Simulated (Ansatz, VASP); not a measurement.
## Re: VASP beside Ansatz

The input INCAR:

```
  PREC = Accurate
  ENCUT = 520
  EDIFF = 1E-8
  ISMEAR = -1
  SIGMA = 0.05
  LREAL = F
  LASPH = T
  NELM = 60
  ALGO = Normal
  ISIF = 2
  LWAVE = F
  LCHARG = F
  LEFG = T
  NBANDS = 14
```

Contents of KPOINTS:

```
regular mesh
0
Gamma
  14 14 8
```

File POSCAR:

```
Re
1.0
    2.6115486478      0.0000000000      0.0000000000
   -1.3057743239      2.2616674722      0.0000000000
    0.0000000000      0.0000000000      4.1758273441
Re
2
Direct
    0.3333333333      0.6666666667      0.2500000000
    0.6666666667      0.3333333333      0.7500000000
```

Input for Ansatz:

```yaml
crystal:
  lattice:
    - [2.6115486478, 0.0, 0.0]
    - [-1.3057743239, 2.2616674722, 0.0]
    - [0.0, 0.0, 4.1758273441]
  atoms:
    - { symbol: Re, position: [0.3333333333, 0.6666666667, 0.25] }
    - { symbol: Re, position: [0.6666666667, 0.3333333333, 0.75] }
kpoints:
  mp_grid: { grid: [14, 14, 8] }
scf:
  occupations: { method: fermi_dirac, width: 0.05 }
hamiltonian:
  xc: lda
  pseudopotentials: { kind: paw }
output:
  forces: true
  stress: true
  eigenvalues: true
  efg: { contact_densities: true }
  write_density: true
  write_potential: true
  elf: true
  volumetric_format: npy
```

Change from the starting cell: volume scaled by 1.01, PAW files.

Alike in both runs: task electric field gradients; functional LDA; k mesh 14 × 14 × 8; occupations fermi-dirac, width 0.05 eV; no spin polarisation.

|  | VASP | Ansatz |
| --- | --- | --- |
| version | VASP 6.6.1 | Ansatz 0.2.0 |
| potentials or method | VASP PAW LDA potentials, release 64 (Re) | PAW with Ansatz's default frozen-core files, scalar-relativistic |
| plane-wave cutoff (eV) | 520 | 420 |
| valence electrons in the cell | 14 | 30 |

|  | VASP | Ansatz | Ansatz less VASP |
| --- | --- | --- | --- |
| pressure (GPa) | 89.0 | 84.1 | -4.88 |
| traceless stress, the component that is largest in VASP (GPa) | 4.38 | 4.51 | +0.133 |
| size of Vzz on the site where it differs most (V/Å²) | 102.0 | 82.5 | -19.51 |

LDA's correlation is that of Perdew and Zunger in VASP and of Perdew and Wang (1992) in Ansatz. Both programs put the cell under a high pressure, so it lies far from rest at this level. VASP's potentials hold 14 valence electrons a cell and Ansatz's 30, so a difference there can come from the potentials and not from the codes.

Neither program's run includes spin-orbit coupling. Noted on VASP's run: the cell as given lies far from equilibrium.
